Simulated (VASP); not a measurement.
Set up this calculation in VASP 6.6.1, as the native input.

| Quantity | Value |
| --- | --- |
| Task | single point |
| Functional | PBEsol |
| Dispersion | D4 |
| Potentials or basis | VASP PAW PBE potentials, release 64 (Si) |
| Cutoff | 400 eV |
| k mesh | 8 × 8 × 1 |
| Occupations | gaussian, width 0.05 eV |
| Spin | collinear spin |
| Starting moments | [0.0, 0.0, 0.0, 0.0, 0.0, 0.0, 2.0] μB |
| Dipole correction | yes |
| Further INCAR settings | ALGO = Normal; EDIFF = 1e-06; NBANDS = 27; NELMDL = -8 |

The structure of Si lies in POSCAR:

```
Si
1.0
    3.8417168278      0.0000000000      0.0000000000
    0.0000000000      3.8417168278      0.0000000000
    0.0000000000      0.0000000000     25.7912600509
Si
7
Direct
    0.0000000000      0.5000000000      0.3295690084
    0.0000000000      0.0000000000      0.3822322752
    0.5000000000      0.0000000000      0.4348955421
    0.5000000000      0.5000000000      0.4868810486
    0.0000000000      0.5000000000      0.5404639551
    0.0000000000      0.0000000000      0.6037948317
    0.5000000000      0.5000000000      0.6075078499
```

One way to write it, as run:

INCAR

```
SYSTEM = Si
ALGO     = Normal         ! electronic algorithm
DIPOL    = 0.5 0.5 0.484
EDIFF    = 1E-6           ! SCF threshold, eV
ENCUT    = 400            ! plane-wave cutoff, eV
GGA      = PS             ! functional
GGA_COMPAT= .False.      
IDIPOL   = 3            
ISIF     = 2              ! what is computed and relaxed
ISMEAR   = 0              ! smearing method
ISPIN    = 2              ! spin polarisation
IVDW     = 13             ! dispersion correction
LASPH    = .True.         ! aspherical terms in the spheres
LCHARG   = .False.        ! write CHGCAR
LDIPOL   = .True.       
LORBIT   = 11             ! projections on sites
LREAL    = .False.        ! projectors in reciprocal space
LWAVE    = .False.        ! write WAVECAR
MAGMOM   = 0 0 0 0 0 0 2  ! initial moments
NBANDS   = 27             ! bands
NELM     = 200            ! most SCF steps
NELMDL   = -8           
PREC     = Accurate       ! precision mode
SIGMA    = 0.05           ! smearing width, eV
```

KPOINTS

```
k-points
0
Gamma
  8 8 1
  0 0 0
```

Potentials or basis: VASP PAW PBE potentials, release 64 (Si).

Run with:

```bash
$ cat potpaw_PBE.64/Si/POTCAR > POTCAR
$ mpirun -np 1 vasp_std > vasp.out
```

It gave:

```
Largest force                                         : 0.105 eV/Å
Band gap on the k mesh                                : zero (filled and empty bands overlap)
Net moment                                            : 0.00 μB per cell
Valence electrons inside the program's atomic spheres : Si 1.58, 1.68, 1.67, 1.63, 1.57, 1.53 (each value once)
Dispersion energy per atom                            : -0.151 eV
```

Caveat: the PAW data sets were made with another functional, which shifts forces and pressure a little.

It took 34 min on 1 thread of Intel Xeon 8259CL, with other jobs on the host, peak memory 0.59 GiB.
